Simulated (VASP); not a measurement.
Wanted: the native input for a VASP 6.6.1 run.

```
Task                   : single point
Functional             : PBEsol
Potentials or basis    : VASP PAW PBE potentials, release 64 (Al)
Cutoff                 : 500 eV
k mesh                 : 30 × 30 × 8
Occupations            : gaussian, width 0.1 eV
Spin                   : no spin polarisation
Dipole correction      : no
Further INCAR settings : ALGO = Normal; EDIFF = 1e-06; NBANDS = 18
```

The structure of Al lies in POSCAR:

```
Al
1.0
    2.8339686961      0.0000000000      0.0000000000
   -1.4169843481      2.4542888844      0.0000000000
    0.0000000000      0.0000000000     13.9998893049
Al
6
Direct
    0.0000000000      0.0000000000      0.0000000000
    0.3333333333      0.6666666667      0.1674278502
    0.6666666667      0.3333333333      0.3325721498
    0.0000000000      0.0000000000      0.5000000000
    0.6666666667      0.3333333333      0.6674278502
    0.3333333333      0.6666666667      0.8325721498
```

This isn't the form of Al at room conditions, which is fcc.

One way to write it, as run:

INCAR

```
SYSTEM = Al
ALGO     = Normal         ! electronic algorithm
EDIFF    = 1E-6           ! SCF threshold, eV
ENCUT    = 500            ! plane-wave cutoff, eV
GGA      = PS             ! functional
GGA_COMPAT= .FALSE.      
ISIF     = 2              ! what is computed and relaxed
ISMEAR   = 0              ! smearing method
LASPH    = .TRUE.         ! aspherical terms in the spheres
LCHARG   = .FALSE.        ! write CHGCAR
LREAL    = .FALSE.        ! projectors in reciprocal space
LWAVE    = .FALSE.        ! write WAVECAR
NBANDS   = 18             ! bands
NELM     = 120            ! most SCF steps
PREC     = Accurate       ! precision mode
SIGMA    = 0.1            ! smearing width, eV
```

KPOINTS

```
k-points
0
G
  30 30 8
  0 0 0
```

Potentials or basis: VASP PAW PBE potentials, release 64 (Al).

Launch:

```console
$ cat potpaw_PBE.64/Al/POTCAR > POTCAR
$ mpirun -np 1 vasp_std > vasp.out
```

Results of the run:

The pressure is 0.1 GPa and the largest force is 0.010 eV/Å. The band gap on the k mesh is zero (bands 9 and 10 overlap by 5.87 eV).

Caveat: the PAW data sets were made with another functional, which shifts forces and pressure a little.

Run time: 9.5 min on 1 thread of Intel(R) Xeon(R) Platinum 8488C (Sapphire Rapids) (shared host), peak memory 0.62 GiB.
